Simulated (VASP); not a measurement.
# CoO (R-3m) in VASP: notebook

The runs below take CoO through single point, with PBEsol.

Everything below comes from runs of VASP 6.6.1. Logs are shortened: lines on timing, memory, paths and dates and some standing lists are left out, and cuts for length are marked.

## (1) The cell of the first run

It takes space group R-3m (No. 166, trigonal). Conventional cell: a = 3.011 Å, b = 3.011 Å, c = 7.320 Å, α = 90.00°, β = 90.00°, γ = 120.00°. Co (site symmetry -3m) has 6 O at 2.12 Å within 2.8 Å. O (site symmetry -3m) has 6 Co at 2.12 Å within 2.8 Å.

## (2) Single point, PBEsol, collinear spin, ferromagnetic start

INCAR reads:

```
SYSTEM = CoO
PREC     = Accurate       ! precision mode
ENCUT    = 700            ! plane-wave cutoff, eV
EDIFF    = 1E-6           ! SCF threshold, eV
ISMEAR   = -1             ! smearing method
SIGMA    = 0.05           ! smearing width, eV
LREAL    = .False.        ! projectors in reciprocal space
LASPH    = .True.         ! aspherical terms in the spheres
NELM     = 200            ! most SCF steps
ALGO     = Normal         ! electronic algorithm
ISIF     = 2              ! what is computed and relaxed
LWAVE    = .False.        ! write WAVECAR
LCHARG   = .False.        ! write CHGCAR
ISPIN    = 2              ! spin polarisation
MAGMOM   = 2.5 0          ! initial moments
LORBIT   = 11             ! projections on sites
NUPDOWN  = 2.5            ! fixed moment
LMAXMIX  = 4              ! l up to which the mixer works
GGA      = PS             ! functional
NBANDS   = 22             ! bands
GGA_COMPAT= .False.
```

KPOINTS reads:

```
Automatic mesh
0
Gamma
  9 9 9
  0 0 0
```

POSCAR reads:

```
CoO
1.0
    1.5054695445      0.8691832468      2.4399269062
   -1.5054695445      0.8691832468      2.4399269062
    0.0000000000     -1.7383664936      2.4399269062
Co O
1 1
Direct
    0.0000000000      0.0000000000      0.0000000000
    0.5000000000      0.5000000000      0.5000000000
```

Potentials or basis: VASP PAW PBE potentials, release 64 (Co_sv, O).

The run is started by

```sh
> cat potpaw_PBE.64/Co_sv/POTCAR potpaw_PBE.64/O/POTCAR > POTCAR
> mpirun -np 1 vasp_std > vasp.out
```

OUTCAR:

```text
SYSTEM = CoO
   PREC = Accurate
   ENCUT = 700
   EDIFF = 1E-6
   ISMEAR = -1
   LREAL = .False.
   LASPH = .True.
   NELM = 200
   ISIF = 2
   ISPIN = 2
   LORBIT = 11
   NUPDOWN = 2.5
   GGA = PS

 ion  position               nearest neighbor table
   1  0.000  0.000  0.000-   2 2.12   2 2.12   2 2.12   2 2.12   2 2.12   2 2.12
   2  0.500  0.500  0.500-   1 2.12   1 2.12   1 2.12   1 2.12   1 2.12   1 2.12

  LATTYP: Found a trigonal (rhomboedric) cell.
 ALAT       =     2.9958573687
 COS(alpha) =     0.4949531368

  Lattice vectors:

 A1 = (   1.5054695445,   0.8691832468,   2.4399269062)
 A2 = (  -1.5054695445,   0.8691832468,   2.4399269062)
 A3 = (   0.0000000000,  -1.7383664936,   2.4399269062)

Analysis of symmetry for initial positions (statically):
=====================================================================
 Subroutine PRICEL returns:
 Original cell was already a primitive cell.

 Routine SETGRP: Setting up the symmetry group for a
 trigonal (rhombohedral) supercell.

 Subroutine GETGRP returns: Found 12 space group operations
 (whereof 12 operations were pure point group operations)
 out of a pool of 12 trial point group operations.

The static configuration has the point symmetry D_3d.

Analysis of symmetry for dynamics (positions and initial velocities):
=====================================================================
 Subroutine PRICEL returns:
 Original cell was already a primitive cell.

 Routine SETGRP: Setting up the symmetry group for a
 trigonal (rhombohedral) supercell.

 Subroutine GETGRP returns: Found 12 space group operations
 (whereof 12 operations were pure point group operations)
 out of a pool of 12 trial point group operations.

The dynamic configuration has the point symmetry D_3d.

Analysis of structural, dynamic, and magnetic symmetry:
=====================================================================
 Subroutine PRICEL returns:
 Original cell was already a primitive cell.

 Routine SETGRP: Setting up the symmetry group for a
 trigonal (rhombohedral) supercell.

 Subroutine GETGRP returns: Found 12 space group operations
 (whereof 12 operations were pure point group operations)
 out of a pool of 12 trial point group operations.

The overall configuration has the point symmetry D_3d.

 Subroutine INISYM returns: Found 12 space group operations
 (whereof 12 operations are pure point group operations),
 and found     1 'primitive' translations

[... 117 lines left out ...]
  Thomas-Fermi vector in A             =   2.812726
   LORBIT       =     11    0 simple, 1 ext, 2 COOP (PROOUT), +10 PAW based schemes
   GGA     = PS    functional components
   LHFCALC =     F    Hartree Fock is set to
   AEXX    =    0.0000 exact exchange contribution
   IVDW    =     0    specifies the selected vdW correction
   LEPSILON=     F    determine dielectric tensor
   LRPA    =     F    only Hartree local field effects (RPA)
 spin polarized calculation
  energy-cutoff  :      700.00
  volume of cell :       19.16
 maximum number of plane-waves:       845
 NGX is ok and might be reduce to    28
   NGX = 13   NGY = 13   NGZ = 13

 number of electron      23.0000008 magnetization       2.5000002

 Free energy of the ion-electron system (eV)
  ---------------------------------------------------
  ext. energy  EPLUGINS =         0.00000000
  ---------------------------------------------------
  free energy    TOTEN  =       -14.01655200 eV

  energy without entropy =      -13.97527601  energy(sigma->0) =      -13.99591400

 E-fermi :   8.9884     XC(G=0): -13.0107

 val. band max:        8.9877637870   @ k =   0.2222   0.2222   0.0000
 cond. band min:       8.7152641084   @ k =  -0.3333   0.2222   0.1111
 fundamental gap:     -0.2724996786
 Fermi energy:         8.7090112832

 spin component 1

 k-point     1 :       0.0000    0.0000    0.0000
  band No.  band energies     occupation
      1     -87.3369      1.00000
      2     -50.7325      1.00000
      3     -50.7325      1.00000
      4     -50.7244      1.00000
      5     -11.4478      1.00000
      6       5.5686      1.00000
[... 589 lines left out ...]
     21      40.1415      0.00000
     22      40.1828      0.00000

 [... further k-points ...]

 spin component 2

 k-point     1 :       0.0000    0.0000    0.0000
  band No.  band energies     occupation
      1     -84.6882      1.00000
      2     -48.1426      1.00000
      3     -48.1426      1.00000
      4     -48.1391      1.00000
      5     -11.0878      1.00000
      6       5.9630      1.00000
[... 589 lines left out ...]
     21      40.2742      0.00000
     22      40.3153      0.00000

 [... further k-points ...]

------------------------ aborting loop because EDIFF is reached ----------------------------------------

  FORCE on cell =-STRESS in cart. coord.  units (eV):
  Direction    XX          YY          ZZ          XY          YZ          ZX
  --------------------------------------------------------------------------------------
  -------------------------------------------------------------------------------------
  Total       -1.7089510     -1.7089510     -1.7547662      0.0000000     -0.0000000      0.0000000
  in kB     -142.9317792   -142.9317792   -146.7636325      0.0000000     -0.0000000      0.0000000
  external PRESSURE =    -144.2090636 kB  Pullay stress =       0.0000000 kB

 VOLUME and BASIS-vectors are now :
 -----------------------------------------------------------------------------
  energy-cutoff  :      700.00
  volume of cell :       19.16
      direct lattice vectors                 reciprocal lattice vectors
     1.505469544  0.869183247  2.439926906     0.332122295  0.191750896  0.136616114
    -1.505469544  0.869183247  2.439926906    -0.332122295  0.191750896  0.136616114
     0.000000000 -1.738366494  2.439926906     0.000000000 -0.383501793  0.136616114

 POSITION                                       TOTAL-FORCE (eV/Angst)
 -----------------------------------------------------------------------------------
      0.00000      0.00000      0.00000         0.000000     -0.000000      0.000000
      0.00000      0.00000      3.65989        -0.000000      0.000000     -0.000000
 -----------------------------------------------------------------------------------
    total drift:                                0.000000      0.000000      0.000000

  FREE ENERGIE OF THE ION-ELECTRON SYSTEM (eV)
  ---------------------------------------------------
  free  energy   TOTEN  =       -14.0165519957 eV

  energy  without entropy=      -13.9752760130  energy(sigma->0) =      -13.99591400

 total charge

# of ion       s       p       d       tot
------------------------------------------
    1        2.142   6.061   6.698  14.901
    2        1.548   3.389   0.000   4.938
--------------------------------------------------
tot          3.690   9.450   6.698  19.838

 magnetization (x)

# of ion       s       p       d       tot
------------------------------------------
    1        0.013   0.009   2.187   2.209
    2        0.027   0.171   0.000   0.198
--------------------------------------------------
tot          0.040   0.180   2.187   2.407
```

OSZICAR:

```text
N       E                     dE             d eps       ncg     rms          rms(c)
DAV:   1     0.262577056857E+03    0.26258E+03   -0.14630E+04  9656   0.289E+03
DAV:   2    -0.485958724378E+01   -0.26744E+03   -0.25390E+03 11232   0.717E+02
DAV:   3    -0.163908921628E+02   -0.11531E+02   -0.11418E+02 10450   0.126E+02
DAV:   4    -0.165060776540E+02   -0.11519E+00   -0.11513E+00  9090   0.109E+01
DAV:   5    -0.165103405426E+02   -0.42629E-02   -0.42628E-02 10270   0.230E+00    0.147E+01
DAV:   6    -0.155317556044E+02    0.97858E+00   -0.20665E+01 11348   0.885E+01    0.254E+01
DAV:   7    -0.140335286886E+02    0.14982E+01   -0.68873E+00 10088   0.581E+01    0.819E+00
DAV:   8    -0.140333420387E+02    0.18665E-03   -0.22414E-01  9290   0.475E+00    0.450E+00
DAV:   9    -0.140169720820E+02    0.16370E-01   -0.45644E-02 13296   0.357E+00    0.121E+00
DAV:  10    -0.140168767872E+02    0.95295E-04   -0.10481E-02 11002   0.189E+00    0.255E-01
DAV:  11    -0.140165319887E+02    0.34480E-03   -0.24303E-03 12314   0.733E-01    0.917E-02
DAV:  12    -0.140165526255E+02   -0.20637E-04   -0.18102E-04  8704   0.130E-01    0.506E-02
DAV:  13    -0.140165514411E+02    0.11844E-05   -0.41523E-05  9922   0.774E-02    0.158E-02
DAV:  14    -0.140165519957E+02   -0.55458E-06   -0.27967E-06  8082   0.264E-02
   1 F= -.14016552E+02 E0= -.13995914E+02  d E =-.412760E-01  mag=     2.5000
```

stdout:

```text
POSCAR found type information on POSCAR CoO
 POSCAR found :  2 types and       2 ions
 scaLAPACK will be used
 -----------------------------------------------------------------------------
|                                                                             |
|                                                                             |
|     You enforced a specific xc type in the INCAR file but a different       |
|     I HOPE YOU KNOW WHAT YOU ARE DOING!                                     |
|                                                                             |
 -----------------------------------------------------------------------------

 LDA part: xc-table for (Slater+PW92), standard interpolation
 POSCAR, INCAR and KPOINTS ok, starting setup
 FFT: planning ... GRIDC
 FFT: planning ... GRID_SOFT
 FFT: planning ... GRID
 WAVECAR not read
 entering main loop
```

Run time: 2 min. Hardware: 1 thread of Intel Xeon Platinum 8259CL at 2.50GHz (Skylake/Cascade Lake), shared host; peak memory 0.23 GiB.

What came out:

| Item | Value |
| --- | --- |
| Free energy | -14.0166 eV |
| Pressure | -14.4 GPa |
| Net moment | 2.50 μB per cell |
| Site moments | Co +2.21; O +0.20 μB |
| Valence electrons inside the program's atomic spheres | Co 14.90; O 4.94 |

Caveat: the cell stands under tension; the PAW data sets were made with another functional, which shifts forces and pressure a little; the total moment is fixed, so each spin has its own Fermi level and the state may be an excited one; a cell with one magnetic atom can't hold antiferromagnetic order, which such compounds often take.

## (3) Single point, PBEsol, collinear spin, ferromagnetic start

INCAR reads:

```
SYSTEM = CoO
PREC = Accurate
ENCUT = 700
EDIFF = 1E-6
ISMEAR = -1
SIGMA = 0.05
LREAL = .False.
LASPH = .True.
NELM = 200
ALGO = Normal
ISIF = 2
LWAVE = .False.
LCHARG = .True.
ISPIN = 2
MAGMOM = 3 0
LORBIT = 11
NUPDOWN = 3.0
LMAXMIX = 4
GGA = PS
LELF = .True.
LVHAR = .True.
NBANDS = 22
GGA_COMPAT = .False.
```

KPOINTS is that of step 2.

POSCAR is that of step 2.

Potentials or basis: VASP PAW PBE potentials, release 64 (Co_sv, O).

The run is started by

```sh
> cat potpaw_PBE.64/Co_sv/POTCAR potpaw_PBE.64/O/POTCAR > POTCAR
> mpirun -np 1 vasp_std > vasp.out
```

It took 87 s on 1 thread of Intel Xeon Platinum 8488C (Sapphire Rapids), shared host; peak memory 0.23 GiB.

The run converged. Its results:

```yaml
Free_energy: -14.0496 eV
Pressure: -9.5 GPa
Net_moment: 3.00 μB per cell
Site_moments: Co +2.56; O +0.33 μB
Valence_electrons_inside_the_program's_atomic_spheres: Co 14.87; O 4.96
```

Stress tensor (GPa, compression positive):
```
-9.36  0.00  0.00
 0.00 -9.36  0.00
 0.00  0.00 -9.71
```

Caveat: the cell stands under tension; the PAW data sets were made with another functional, which shifts forces and pressure a little; the total moment is fixed, so each spin has its own Fermi level and the state may be an excited one; a cell with one magnetic atom can't hold antiferromagnetic order, which such compounds often take.

## (4) Single point, PBEsol, collinear spin, ferromagnetic start

INCAR reads:

```
PREC = Accurate ; ENCUT = 700
EDIFF = 1E-6 ; ISMEAR = -1
SIGMA = 0.05 ; LREAL = F
LASPH = T ; NELM = 200
ALGO = Normal ; ISIF = 2
LWAVE = F ; LCHARG = F
ISPIN = 2 ; MAGMOM = 4 0
LORBIT = 11 ; NUPDOWN = 4.0
LMAXMIX = 4 ; GGA = PS
NBANDS = 22 ; GGA_COMPAT = F
```

KPOINTS reads:

```
Automatic mesh
0
Gamma
  9 9 9
```

POSCAR is that of step 3.

The run is started by

```sh
> cat potpaw_PBE.64/Co_sv/POTCAR potpaw_PBE.64/O/POTCAR > POTCAR
> mpirun -np 1 vasp_std > vasp.out
```

It took 3.3 min on 1 thread of AMD EPYC 7R43 (Zen 3), shared host; peak memory 0.19 GiB.

Results (log left out):

```
Free energy                                           : -11.5251 eV
Pressure                                              : 15.2 GPa
Net moment                                            : 4.00 μB per cell
Site moments                                          : Co +2.95; O +0.65 μB
Valence electrons inside the program's atomic spheres : Co 14.75; O 4.94
```

Stress tensor (GPa, compression positive):
```
15.32  0.00  0.00
 0.00 15.32  0.00
 0.00  0.00 15.10
```

Caveat: the cell stands under pressure; the PAW data sets were made with another functional, which shifts forces and pressure a little; the total moment is fixed, so each spin has its own Fermi level and the state may be an excited one; a cell with one magnetic atom can't hold antiferromagnetic order, which such compounds often take.

## (5) The runs side by side

| fixed moment (μB) | pressure (GPa) | moment (μB) |
| --- | --- | --- |
| 2.5 | -14.4 | 2.50 |
| 3.0 | -9.5 | 3.00 |
| 4.0 | 15.2 | 4.00 |

Alike in all rows: task single point; level PBEsol; potentials or basis VASP PAW PBE potentials, release 64 (Co_sv, O); spin collinear, ferromagnetic start; cell as given; k mesh 9 × 9 × 9; cutoff (eV) 700; smearing fermi-dirac 0.05 eV.

Caveats: the PAW data sets were made with another functional, which shifts forces and pressure a little; the total moment is fixed, so each spin has its own Fermi level and the state may be an excited one; a cell with one magnetic atom can't hold antiferromagnetic order, which such compounds often take; the cell stands under tension (at least some runs); the cell stands under pressure (at least some runs).

Absolute energies hang on the potentials; compare differences alone.
